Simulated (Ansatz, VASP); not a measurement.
## One calculation of MgO, two programs

File INCAR:

```
PREC = Accurate ; ENCUT = 520
EDIFF = 1E-7 ; ISMEAR = 0
SIGMA = 0.05 ; LREAL = False
LASPH = True ; NELM = 60
ALGO = Normal ; ISIF = 2
LWAVE = False ; LCHARG = True
GGA = PE ; LELF = True
LVHAR = True ; NBANDS = 26
```

The input KPOINTS:

```
Automatic mesh
0
Gamma
  9 9 2
```

POSCAR

```
MgO
1.0
    3.2803754002      0.0000000000      0.0000000000
   -1.6401877001      2.8408884305      0.0000000000
    0.0000000000      0.0000000000     10.5147056238
Mg O
4 4
Direct
    0.3333333333      0.6666666667      0.9694791811
    0.0000000000      0.0000000000      0.2208070585
    0.0000000000      0.0000000000      0.7208070585
    0.6666666667      0.3333333333      0.4694791811
    0.3333333333      0.6666666667      0.7800540723
    0.0000000000      0.0000000000      0.5505809455
    0.0000000000      0.0000000000      0.0296578681
    0.6666666667      0.3333333333      0.2800540723
```

Input for Ansatz:

```yaml
crystal:
  lattice:
    - [3.2803754002, 0.0, 0.0]
    - [-1.6401877001, 2.8408884305, 0.0]
    - [0.0, 0.0, 10.5147056238]
  atoms:
    - { symbol: Mg, position: [0.3333333333, 0.6666666667, 0.9694791811] }
    - { symbol: Mg, position: [0.0, 0.0, 0.2208070585] }
    - { symbol: Mg, position: [0.0, 0.0, 0.7208070585] }
    - { symbol: Mg, position: [0.6666666667, 0.3333333333, 0.4694791811] }
    - { symbol: O, position: [0.3333333333, 0.6666666667, 0.7800540723] }
    - { symbol: O, position: [0.0, 0.0, 0.5505809455] }
    - { symbol: O, position: [0.0, 0.0, 0.0296578681] }
    - { symbol: O, position: [0.6666666667, 0.3333333333, 0.2800540723] }
basis:
  ecutwfc: 420
kpoints:
  mp_grid: { grid: [9, 9, 2] }
hamiltonian:
  xc: pbe
  pseudopotentials: { kind: paw, azcp: { folder: soft_1 } }
scf:
  occupations: { method: gaussian, width: 0.05 }
output:
  forces: true
  stress: true
  eigenvalues: true
```

Alike in both runs: task single point; functional PBE; k mesh 9 × 9 × 2; occupations gaussian, width 0.05 eV; no spin polarisation.

|  | VASP | Ansatz |
| --- | --- | --- |
| version | VASP 6.6.1 | Ansatz 0.2.0 |
| potentials or method | VASP PAW PBE potentials, release 64 (Mg, O), cutoff 520 eV | scalar-relativistic, plane waves, PAW |
| valence electrons in the cell | 32 | 64 |

|  | VASP | Ansatz | Ansatz less VASP |
| --- | --- | --- | --- |
| gap on the k mesh at the Fermi level (eV) | 2.80 | 2.82 | +0.025 |
| least direct gap on the mesh (eV) | 2.80 | 2.82 | +0.025 |
| pressure (GPa) | 0.8 | 1.2 | +0.39 |
| traceless stress, the component that is largest in VASP (GPa) | 4.44 | 4.34 | -0.106 |
| rms of the force components (eV/Å) | 1.076 | 1.060 | -0.0152 |

Atom by atom the forces differ by 0.015 eV/Å (rms over components). VASP's potentials hold 32 valence electrons a cell and Ansatz's 64, so a difference there can come from the potentials and not from the codes.
